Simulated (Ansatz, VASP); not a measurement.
## TaSi2 in VASP and in Ansatz

File INCAR:

```
SYSTEM = TaSi2
  PREC = Accurate
  ENCUT = 600
  EDIFF = 1E-7
  ISMEAR = -1
  SIGMA = 0.15
  LREAL = .FALSE.
  LASPH = .TRUE.
  NELM = 80
  ALGO = Fast
  ISIF = 3
  LWAVE = .FALSE.
  LCHARG = .FALSE.
  GGA = CA
  IBRION = 2
  NSW = 80
  EDIFFG = -0.001
```

Contents of KPOINTS:

```
regular mesh
0
G
  12 12 8
  0 0 0
```

Contents of POSCAR:

```
TaSi2
1.0
    4.7345999696      0.0000000029      0.0000000000
   -2.3672999873      4.1002838490      0.0000000000
    0.0000000000      0.0000000000      6.5143461540
Ta Si
3 6
Direct
    0.0000000000      0.5000000000      0.3333333333
    0.5000000000      0.5000000000      0.6666666667
    0.5000000000      0.0000000000      0.0000000000
    0.8406787339      0.6813574678      0.0000000000
    0.1593212661      0.8406787339      0.6666666667
    0.6813574678      0.8406787339      0.3333333333
    0.1593212661      0.3186425322      0.0000000000
    0.8406787339      0.1593212661      0.6666666667
    0.3186425322      0.1593212661      0.3333333333
```

Input for Ansatz:

```yaml
crystal:
  lattice:
    - [4.7345999696, 2.9e-09, 0.0]
    - [-2.3672999873, 4.100283849, 0.0]
    - [0.0, 0.0, 6.514346154]
  atoms:
    - { symbol: Ta, position: [0.0, 0.5, 0.3333333333] }
    - { symbol: Ta, position: [0.5, 0.5, 0.6666666667] }
    - { symbol: Ta, position: [0.5, 0.0, 0.0] }
    - { symbol: Si, position: [0.8406787339, 0.6813574678, 0.0] }
    - { symbol: Si, position: [0.1593212661, 0.8406787339, 0.6666666667] }
    - { symbol: Si, position: [0.6813574678, 0.8406787339, 0.3333333333] }
    - { symbol: Si, position: [0.1593212661, 0.3186425322, 0.0] }
    - { symbol: Si, position: [0.8406787339, 0.1593212661, 0.6666666667] }
    - { symbol: Si, position: [0.3186425322, 0.1593212661, 0.3333333333] }
basis:
  ecutwfc: 420
kpoints:
  mp_grid: { grid: [12, 12, 8] }
hamiltonian:
  xc: lda
  pseudopotentials: { kind: paw, azcp: { folder: soft_1 } }
scf:
  occupations: { method: fermi_dirac, width: 0.15 }
output:
  forces: true
  stress: true
  eigenvalues: true
relax:
  adjacent_minimum: "off"
  f_tol: 0.001
  max_steps: 60
  cell: { stress_tol: 0.01 }
```

Alike in both runs: task relaxation of cell and atoms; functional LDA; k mesh 12 × 12 × 8; occupations fermi-dirac, width 0.15 eV; no spin polarisation.

|  | VASP | Ansatz |
| --- | --- | --- |
| version | VASP 6.6.1 | Ansatz 0.2.0 |
| potentials or method | VASP PAW LDA potentials, release 64 (Ta_pv, Si), cutoff 600 eV | scalar-relativistic, plane waves, PAW |
| valence electrons in the cell | 57 | 63 |

|  | VASP | Ansatz | Ansatz less VASP |
| --- | --- | --- | --- |
| gap on the k mesh at the Fermi level, each at its own relaxed structure (eV) | none | none | - |
| relaxed volume (Å³/atom) | 14.09 | 14.06 | -0.039 |
| relaxed length of the cell vector where the two differ most in proportion (Å) | 4.736 | 4.731 | -0.0045 |

Ansatz warns that its potentials were made for another functional, while VASP's fit it. LDA's correlation is that of Perdew and Zunger in VASP and of Perdew and Wang (1992) in Ansatz. A gap of «none» marks a metal or a gap that the smearing closes. VASP's potentials hold 57 valence electrons a cell and Ansatz's 63, so a difference there can come from the potentials and not from the codes.

Spin-orbit coupling is off throughout.
